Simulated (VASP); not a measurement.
# Al2Cu (P2/m) in VASP: a series of runs

Runs on Al2Cu. Level: r2SCAN. Tasks: single point.

Program: VASP 6.6.1. These are calculated values, not measurements. Logs are shortened: lines on timing, memory, paths and dates and some standing lists are left out, and cuts for length are marked.

## Step 1: The cell of the first run

It takes space group P2/m (No. 10, monoclinic). The conventional cell has a = 2.851 Å, b = 4.088 Å, c = 4.088 Å, α = 90.00°, β = 90.86°, γ = 90.00°. Al (site symmetry 2/m) has 4 Cu at 2.47 to 2.51 Å and 6 Al at 2.85 to 2.89 Å within 3.3 Å. Within 3.3 Å of Al (site symmetry 2/m) lie 4 Cu at 2.49 Å and 6 Al at 2.85 to 2.89 Å. Cu (site symmetry 2/m) has 8 Al at 2.47 to 2.51 Å and 2 Cu at 2.85 Å within 3.3 Å.

## Step 2: Single point, r2SCAN (strain +0.0150 x Voigt [0, 0, 0, 0, 1, 0])

POSCAR

```
Al2Cu
1.0
    4.0880282794      0.0000000000      0.0306602121
    0.0000000000      4.0880282794      0.0000000000
    0.0213849404      0.0000000000      2.8513253910
Al Cu
2 1
Direct
    0.5000000000      0.0000000000      0.5000000000
    0.0000000000      0.5000000000      0.5000000000
    0.0000000000      0.0000000000      0.0000000000
```

INCAR.step1

```
SYSTEM = Al2Cu
ALGO     = Normal         ! electronic algorithm
EDIFF    = 1E-4           ! SCF threshold, eV
ENCUT    = 520            ! plane-wave cutoff, eV
GGA      = PE             ! functional
ISMEAR   = 0              ! smearing method
LASPH    = .True.         ! aspherical terms in the spheres
LCHARG   = .False.        ! write CHGCAR
LREAL    = .False.        ! projectors in reciprocal space
LWAVE    = .True.         ! write WAVECAR
NBANDS   = 16             ! bands
NELM     = 100            ! most SCF steps
PREC     = Accurate       ! precision mode
SIGMA    = 0.15           ! smearing width, eV
```

INCAR.step2

```
SYSTEM = Al2Cu
ALGO     = Normal         ! electronic algorithm
EDIFF    = 1E-6           ! SCF threshold, eV
ENCUT    = 520            ! plane-wave cutoff, eV
ISIF     = 2              ! what is computed and relaxed
ISMEAR   = 0              ! smearing method
ISTART   = 1            
LASPH    = .True.         ! aspherical terms in the spheres
LCHARG   = .False.        ! write CHGCAR
LMIXTAU  = .True.       
LREAL    = .False.        ! projectors in reciprocal space
LWAVE    = .False.        ! write WAVECAR
METAGGA  = R2SCAN         ! meta-GGA
NBANDS   = 16             ! bands
NELM     = 100            ! most SCF steps
PREC     = Accurate       ! precision mode
SIGMA    = 0.15           ! smearing width, eV
```

KPOINTS

```
k-points
0
Gamma
  12 12 16
  0 0 0
```

Potentials or basis: VASP PAW PBE potentials, release 64 (Al, Cu).

Run with:

```console
cat potpaw_PBE.64/Al/POTCAR potpaw_PBE.64/Cu/POTCAR > POTCAR
cp INCAR.step1 INCAR
mpirun -np 1 vasp_std > vasp.out
cp INCAR.step2 INCAR
mpirun -np 1 vasp_std > vasp.out
```

OUTCAR:

```text
SYSTEM = Al2Cu
   EDIFF = 1E-6
   ENCUT = 520
   ISIF = 2
   ISMEAR = 0
   ISTART = 1
   LASPH = .True.
   LREAL = .False.
   METAGGA = R2SCAN
   NELM = 100
   PREC = Accurate

 ion  position               nearest neighbor table
   1  0.500  0.000  0.500-   3 2.47   3 2.47   3 2.51   3 2.51   2 2.89   2 2.89   2 2.89   2 2.89

   2  0.000  0.500  0.500-   3 2.49   3 2.49   3 2.49   3 2.49   1 2.89   1 2.89   1 2.89   1 2.89

   3  0.000  0.000  0.000-   1 2.47   1 2.47   2 2.49   2 2.49   2 2.49   2 2.49   1 2.51   1 2.51

  LATTYP: Found a simple monoclinic cell.
 ALAT       =     2.8514055834
 B/A-ratio  =     1.4336888106
 C/A-ratio  =     1.4337291325
 COS(beta)  =    -0.0149991563

  Lattice vectors:

 A1 = (   0.0213849404,   0.0000000000,   2.8513253910)
 A2 = (   0.0000000000,   4.0880282794,   0.0000000000)
 A3 = (  -4.0880282794,   0.0000000000,  -0.0306602121)

Analysis of symmetry for initial positions (statically):
=====================================================================
 Subroutine PRICEL returns:
 Original cell was already a primitive cell.

 Routine SETGRP: Setting up the symmetry group for a
 simple monoclinic supercell.

 Subroutine GETGRP returns: Found  4 space group operations
 (whereof  4 operations were pure point group operations)
 out of a pool of  4 trial point group operations.

The static configuration has the point symmetry C_2h.

Analysis of symmetry for dynamics (positions and initial velocities):
=====================================================================
 Subroutine PRICEL returns:
 Original cell was already a primitive cell.

 Routine SETGRP: Setting up the symmetry group for a
 simple monoclinic supercell.

 Subroutine GETGRP returns: Found  4 space group operations
 (whereof  4 operations were pure point group operations)
 out of a pool of  4 trial point group operations.

The dynamic configuration has the point symmetry C_2h.

 Subroutine INISYM returns: Found  4 space group operations
 (whereof  4 operations are pure point group operations),
 and found     1 'primitive' translations

----------------------------------------------------------------------------------------

                                     Primitive cell

  volume of cell :      47.6486

  direct lattice vectors                    reciprocal lattice vectors
     4.088028279  0.000000000  0.030660212     0.244630464  0.000000000 -0.001834728
     0.000000000  4.088028279  0.000000000     0.000000000  0.244616703  0.000000000
     0.021384940  0.000000000  2.851325391    -0.002630504  0.000000000  0.350733822

  length of vectors
     4.088143254  4.088028279  2.851405583     0.244637344  0.244616703  0.350743687

  position of ions in fractional coordinates (direct lattice)
     0.500000000  0.000000000  0.500000000
     0.000000000  0.500000000  0.500000000
     0.000000000  0.000000000  0.000000000

  ion indices of the primitive-cell ions
   primitive index   ion index
                 1           1
                 2           2
                 3           3

----------------------------------------------------------------------------------------

 KPOINTS: k-points

Automatic generation of k-mesh.
 Grid dimensions read from file:
 generate k-points for:   12   12   16

 Generating k-lattice:

  Cartesian coordinates                     Fractional coordinates (reciprocal lattice)
     0.020385872  0.000000000 -0.000152894     0.083333333  0.000000000  0.000000000
     0.000000000  0.020384725  0.000000000     0.000000000  0.083333333  0.000000000
    -0.000164406  0.000000000  0.021920864     0.000000000  0.000000000  0.062500000

  Length of vectors
     0.020386445  0.020384725  0.021921480

  Shift w.r.t. Gamma in fractional coordinates (k-lattice)
     0.000000000  0.000000000  0.000000000

 Subroutine IBZKPT returns following result:
 ===========================================

 Found    686 irreducible k-points:

 Following reciprocal coordinates:
            Coordinates               Weight
  0.000000  0.000000  0.000000      1.000000
  0.083333  0.000000  0.000000      2.000000
  0.166667  0.000000  0.000000      2.000000
  0.250000  0.000000 -0.000000      2.000000
  0.333333  0.000000  0.000000      2.000000
  0.416667  0.000000  0.000000      2.000000
[... 16 lines left out ...]
  0.083333  0.250000  0.000000      4.000000
  0.166667  0.250000  0.000000      4.000000
 [... further k-points ...]
   k-points           NKPTS =    686   k-points in BZ     NKDIM =    686   number of bands    NBANDS=     16
   number of dos      NEDOS =    301   number of ions     NIONS =      3
   total plane-waves  NPLWV =  21600
   dimension x,y,z NGX =    30 NGY =   30 NGZ =   24
   dimension x,y,z NGXF=    60 NGYF=   60 NGZF=   48
   ions per type =               2   1
   NGX,Y,Z   is equivalent  to a cutoff of  12.20, 12.20, 13.99 a.u.
   NGXF,Y,Z  is equivalent  to a cutoff of  24.40, 24.40, 27.99 a.u.
 SYSTEM =  Al2Cu
   PREC   = accura    normal or accurate (medium, high low for compatibility)
   ISTART =      1    job   : 0-new  1-cont  2-samecut
   ICHARG =      0    charge: 1-file 2-atom 10-const
   ISPIN  =      1    spin polarized calculation?
   LNONCOLLINEAR =      F non collinear calculations
   LSORBIT =      F    spin-orbit coupling
   LASPH  =      T    aspherical Exc in radial PAW
   ENCUT  =  520.0 eV  38.22 Ry    6.18 a.u.   7.60  7.60  5.30*2*pi/ulx,y,z
   NELM   =    100;   NELMIN=  2; NELMDL=  0     # of ELM steps
   EDIFF  = 0.1E-05   stopping-criterion for ELM
   LREAL  =      F    real-space projection
   EDIFFG = 0.1E-04   stopping-criterion for IOM
   NSW    =      0    number of steps for IOM
   IBRION =     -1    ionic relax: 0-MD 1-quasi-New 2-CG
   NFREE  =      0    steps in history (QN), initial steepest desc. (CG)
   ISIF   =      2    stress and relaxation
   ISYM   =      2    0-nonsym 1-usesym 2-fastsym
   POTIM  = 0.5000    time-step for ionic-motion
   TEBEG  =    0.0;   TEEND  =   0.0 temperature during run
   PSTRESS=    0.0 pullay stress
   NELECT =      17.0000    total number of electrons
   NUPDOWN=      -1.0000    fix difference up-down
   EMIN   =  10.00;   EMAX   =-10.00  energy-range for DOS
   EFERMI =   0.00;   METHOD = LEGACY
   ISMEAR =     0;   SIGMA  =   0.15  broadening in eV -4-tet -1-fermi 0-gaus
   EFERMI_NEDOS =   21; number of points for ismear=-14 and -15
   IALGO  =     38    algorithm
   IMIX   =      4    mixing-type and parameters
     AMIX     =   0.40;   BMIX     =  1.00
     AMIX_MAG =   1.60;   BMIX_MAG =  1.00
  volume/ion in A,a.u.               =      15.88       107.18
  Fermi-wavevector in a.u.,A,eV,Ry     =   1.161113  2.194185 18.343144  1.348183
  Thomas-Fermi vector in A             =   2.297688
   LORBIT       =      0    0 simple, 1 ext, 2 COOP (PROOUT), +10 PAW based schemes
   METAGGA = R2SCAN    functional components
   LHFCALC =     F    Hartree Fock is set to
   AEXX    =    0.0000 exact exchange contribution
   IVDW    =     0    specifies the selected vdW correction
   LEPSILON=     F    determine dielectric tensor
   LRPA    =     F    only Hartree local field effects (RPA)
 non-spin polarized calculation
 Gauss-broadening in eV      SIGMA  =   0.15
  energy-cutoff  :      520.00
  volume of cell :       47.65
 maximum number of plane-waves:      1300
   NGX = 15   NGY = 15   NGZ = 11

 number of electron      16.9999978 magnetization

 Free energy of the ion-electron system (eV)
  ---------------------------------------------------
  ext. energy  EPLUGINS =         0.00000000
  ---------------------------------------------------
  free energy    TOTEN  =       -24.41819599 eV

  energy without entropy =      -24.41011056  energy(sigma->0) =      -24.41415327

 E-fermi :   7.2947     XC(G=0): -11.2163

 val. band max:        7.2816752011   @ k =   0.5000   0.0833   0.3125
 cond. band min:       7.3036070705   @ k =   0.0833   0.5000   0.3125
 fundamental gap:      0.0219318694
 Fermi energy:         7.2946888009

 k-point     1 :       0.0000    0.0000    0.0000
  band No.  band energies     occupation
      1      -3.9342      2.00000
      2       1.6084      2.00000
      3       2.1167      2.00000
      4       2.8001      2.00000
      5       3.0658      2.00000
      6       3.0665      2.00000
[... 8 lines left out ...]
     15      14.8273      0.00000
     16      21.1331      0.00000

 k-point     2 :       0.0833    0.0000    0.0000
  band No.  band energies     occupation
      1      -3.8716      2.00000
      2       1.5716      2.00000
      3       2.1012      2.00000
      4       2.7797      2.00000
      5       3.0638      2.00000
      6       3.0669      2.00000
[... 8 lines left out ...]
     15      15.7806      0.00000
     16      20.8259      0.00000

 k-point     3 :       0.1667    0.0000    0.0000
  band No.  band energies     occupation
      1      -3.6856      2.00000
      2       1.3922      2.00000
      3       2.0626      2.00000
      4       2.7287      2.00000
      5       3.0579      2.00000
      6       3.0677      2.00000
[... 8 lines left out ...]
     15      17.3235      0.00000
     16      20.1146      0.00000

 k-point     4 :       0.2500    0.0000   -0.0000
  band No.  band energies     occupation
      1      -3.3822      2.00000
      2       0.9152      2.00000
      3       2.0368      2.00000
      4       2.6678      2.00000
      5       3.0127      2.00000
      6       3.0578      2.00000
[... 8 lines left out ...]
     15      18.9859      0.00000
     16      19.2771      0.00000

 k-point     5 :       0.3333    0.0000    0.0000
  band No.  band energies     occupation
      1      -2.9785      2.00000
      2       0.2051      2.00000
      3       2.0394      2.00000
      4       2.6145      2.00000
      5       2.8235      2.00000
      6       3.0449      2.00000
[... 8 lines left out ...]
     15      18.4704      0.00000
     16      20.5776      0.00000

 k-point     6 :       0.4167    0.0000    0.0000
  band No.  band energies     occupation
      1      -2.5296      2.00000
      2      -0.4907      2.00000
      3       2.0508      2.00000
      4       2.5792      2.00000
      5       2.7604      2.00000
      6       3.0393      2.00000
[... 8 lines left out ...]
     15      17.8308      0.00000
     16      19.8310      0.00000
[... 267 lines left out ...]
 k-point    21 :       0.5000    0.1667   -0.0000
  band No.  band energies     occupation
      1      -2.0088      2.00000
      2      -0.6376      2.00000
      3       1.9837      2.00000
      4       2.4497      2.00000
      5       2.7484      2.00000
      6       3.0392      2.00000
[... 8 lines left out ...]
     15      17.7464      0.00000
     16      19.4300      0.00000

 k-point    22 :       0.0000    0.2500    0.0000
  band No.  band energies     occupation
      1      -3.3824      2.00000
      2       0.9146      2.00000
      3       2.0366      2.00000
      4       2.6679      2.00000
      5       3.0199      2.00000
      6       3.0513      2.00000
[... 8 lines left out ...]
     15      18.9850      0.00000
     16      19.3029      0.00000

 k-point    23 :       0.0833    0.2500    0.0000
  band No.  band energies     occupation
      1      -3.3195      2.00000
      2       0.9486      2.00000
      3       2.0005      2.00000
      4       2.6285      2.00000
      5       3.0513      2.00000
      6       3.0590      2.00000
[... 8 lines left out ...]
     15      18.9889      0.00000
     16      19.3371      0.00000

 k-point    24 :       0.1667    0.2500    0.0000
  band No.  band energies     occupation
      1      -3.1327      2.00000
      2       1.0353      2.00000
      3       1.8576      2.00000
      4       2.5431      2.00000
      5       3.0527      2.00000
      6       3.0608      2.00000
[... 8 lines left out ...]
     15      19.1190      0.00000
     16      19.4132      0.00000

 [... further k-points ...]

------------------------ aborting loop because EDIFF is reached ----------------------------------------

  FORCE on cell =-STRESS in cart. coord.  units (eV):
  Direction    XX          YY          ZZ          XY          YZ          ZX
  --------------------------------------------------------------------------------------
  -------------------------------------------------------------------------------------
  Total        0.0373362      0.0276760     -0.2224830      0.0000000      0.0000000     -0.3031654
  in kB        1.2554227      0.9305999     -7.4809603      0.0000000      0.0000000    -10.1938929
  external PRESSURE =      -1.7649792 kB  Pullay stress =       0.0000000 kB

 VOLUME and BASIS-vectors are now :
 -----------------------------------------------------------------------------
  energy-cutoff  :      520.00
  volume of cell :       47.65
      direct lattice vectors                 reciprocal lattice vectors
     4.088028279  0.000000000  0.030660212     0.244630464  0.000000000 -0.001834728
     0.000000000  4.088028279  0.000000000     0.000000000  0.244616703  0.000000000
     0.021384940  0.000000000  2.851325391    -0.002630504  0.000000000  0.350733822

 POSITION                                       TOTAL-FORCE (eV/Angst)
 -----------------------------------------------------------------------------------
      2.05471      0.00000      1.44099         0.000000      0.000000      0.000000
      0.01069      2.04401      1.42566         0.000000      0.000000      0.000000
      0.00000      0.00000      0.00000        -0.000000      0.000000      0.000000
 -----------------------------------------------------------------------------------
    total drift:                                0.000000      0.000000      0.000000

  FREE ENERGIE OF THE ION-ELECTRON SYSTEM (eV)
  ---------------------------------------------------
  free  energy   TOTEN  =       -24.4181959873 eV

  energy  without entropy=      -24.4101105583  energy(sigma->0) =      -24.41415327
```

It took 24 min on 1 thread of Intel Xeon Platinum 8488C (Sapphire Rapids), shared host; peak memory 0.58 GiB.

What came out:

| Property | Result |
| --- | --- |
| Free energy | -24.4182 eV |
| Pressure | -0.2 GPa |
| Band gap on the k mesh | zero (an odd number of electrons rules out a gap without spin polarisation) |

Levels at points of the mesh, in eV from the Fermi level:
```
           k point  band 5  band 6  band 7  band 8  band 9  band 10  band 11  band 12  band 13  band 14
(0.00, 0.00, 0.00)   -4.23   -4.23   -2.64   -2.64    0.08     1.02     6.65     6.67     6.79     7.33
(0.50, 0.00, 0.00)   -4.55   -4.26   -4.22   -1.24    1.63     1.93     2.16     8.21     8.95     9.96
(0.00, 0.50, 0.00)   -4.55   -4.26   -4.22   -1.24    1.64     1.94     2.16     8.23     8.94     9.99
(0.50, 0.50, 0.00)   -4.58   -4.45   -4.25   -4.25   -2.56     8.99     9.01    10.16    10.62    11.01
(0.00, 0.00, 0.50)   -5.02   -4.29   -3.13    2.59    2.77     2.81     2.83     2.85     3.36     4.62
(0.50, 0.00, 0.50)   -4.38   -4.34   -3.28   -2.56   -1.68     3.95     4.22     4.68     5.68     6.46
(0.00, 0.50, 0.50)   -4.38   -4.34   -3.29   -2.56   -1.69     3.99     4.14     4.66     5.71     6.50
(0.50, 0.50, 0.50)   -4.13   -3.72   -2.48   -2.47   -0.93    -0.81     0.20     0.22     2.71    12.68
```

Caveat: the cell differs from its parent crystal (strain +0.0150 x Voigt [0, 0, 0, 0, 1, 0]); the PAW data sets were made with another functional, which shifts forces and pressure a little.

## Step 3: Single point, r2SCAN (strain +0.0050 x Voigt [0, 0, 0, 0, 1, 0])

POSCAR

```
Al2Cu
1.0
    4.0880282794      0.0000000000      0.0102200707
    0.0000000000      4.0880282794      0.0000000000
    0.0071283135      0.0000000000      2.8513253910
Al Cu
2 1
Direct
    0.5000000000      0.0000000000      0.5000000000
    0.0000000000      0.5000000000      0.5000000000
    0.0000000000      0.0000000000      0.0000000000
```

INCAR.step1

```
PREC = Accurate
ENCUT = 520
ISMEAR = 0
SIGMA = 0.15
LREAL = False
LASPH = True
NELM = 80
NBANDS = 16
GGA = PE
ALGO = Normal
EDIFF = 1E-4
LWAVE = True
LCHARG = False
```

INCAR.step2

```
PREC = Accurate
ENCUT = 520
EDIFF = 1E-7
ISMEAR = 0
SIGMA = 0.15
LREAL = False
LASPH = True
NELM = 80
ALGO = Normal
ISIF = 2
LWAVE = False
LCHARG = False
METAGGA = R2SCAN
LMIXTAU = True
NBANDS = 16
ISTART = 1
```

KPOINTS

```
regular mesh
0
Gamma
  12 12 16
```

Potentials or basis: VASP PAW PBE potentials, release 64 (Al, Cu).

Run with:

```console
cat potpaw_PBE.64/Al/POTCAR potpaw_PBE.64/Cu/POTCAR > POTCAR
cp INCAR.step1 INCAR
mpirun -np 1 vasp_std > vasp.out
cp INCAR.step2 INCAR
mpirun -np 1 vasp_std > vasp.out
```

Wall time 13 min (1 thread of Intel Xeon 6975P-C (Granite Rapids), shared host); peak memory 0.57 GiB.

Results (log left out):

```yaml
Free_energy: -24.4202 eV
Pressure: -0.1 GPa
Band_gap_on_the_k_mesh: zero (an odd number of electrons rules out a gap without spin polarisation)
```

Stress tensor (GPa, compression positive):
```
 0.18  0.00 -0.34
 0.00  0.18  0.00
-0.34  0.00 -0.67
```

Levels at points of the mesh, in eV from the Fermi level:
```csv
k point,band 7,band 8,band 9,band 10,band 11,band 12
"(0.00, 0.00, 0.00)",-2.64,-2.64,0.08,1.02,6.67,6.67
"(0.50, 0.00, 0.00)",-4.22,-1.24,1.64,1.94,2.16,8.23
"(0.00, 0.50, 0.00)",-4.22,-1.24,1.64,1.94,2.16,8.23
"(0.50, 0.50, 0.00)",-4.25,-4.25,-2.56,9.01,9.01,10.15
"(0.00, 0.00, 0.50)",-3.12,2.65,2.77,2.78,2.84,2.85
"(0.50, 0.00, 0.50)",-3.28,-2.56,-1.69,3.99,4.17,4.68
"(0.00, 0.50, 0.50)",-3.28,-2.56,-1.69,4.00,4.16,4.68
"(0.50, 0.50, 0.50)",-2.48,-2.48,-0.93,-0.80,0.20,0.20
```

Caveat: the cell differs from its parent crystal (strain +0.0050 x Voigt [0, 0, 0, 0, 1, 0]); the PAW data sets were made with another functional, which shifts forces and pressure a little.
